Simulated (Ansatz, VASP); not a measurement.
# Two plane-wave programs on ZnS

```
Zn S
1.0
     0.00000    2.64838    2.64838
     2.64838    0.00000    2.64838
     2.64838    2.64838    0.00000
Zn S
1 1
Direct
  0.00000 0.00000 0.00000
  0.75000 0.75000 0.75000
```

Alike in both runs: functional LDA; k mesh 10 × 10 × 10; occupations gaussian, width 0.02 eV; no spin polarisation.

Ansatz relaxed the structure, and its values are those at the end. VASP's run is a single point on that final structure, the one shown.

|  | VASP | Ansatz |
| --- | --- | --- |
| version | VASP 6.6.1 | Ansatz 0.2.0 |
| potentials or method | VASP PAW LDA potentials, release 64 (Zn, S), cutoff 500 eV | scalar-relativistic, plane waves, PAW |
| valence electrons in the cell | 18 | 18 |

Ansatz gave:

| Item | Value |
| --- | --- |
| gap on the k mesh at the Fermi level (eV) | 2.12 |
| least direct gap on the mesh (eV) | 2.12 |
| pressure (GPa) | 0.0 |

What did VASP give for the same quantities?

gap on the k mesh at the Fermi level (eV): 2.16; least direct gap on the mesh (eV): 2.16; pressure (GPa): 0.2.

Ansatz warns that its potentials were made for another functional, while VASP's fit it. LDA's correlation is that of Perdew and Zunger in VASP and of Perdew and Wang (1992) in Ansatz.
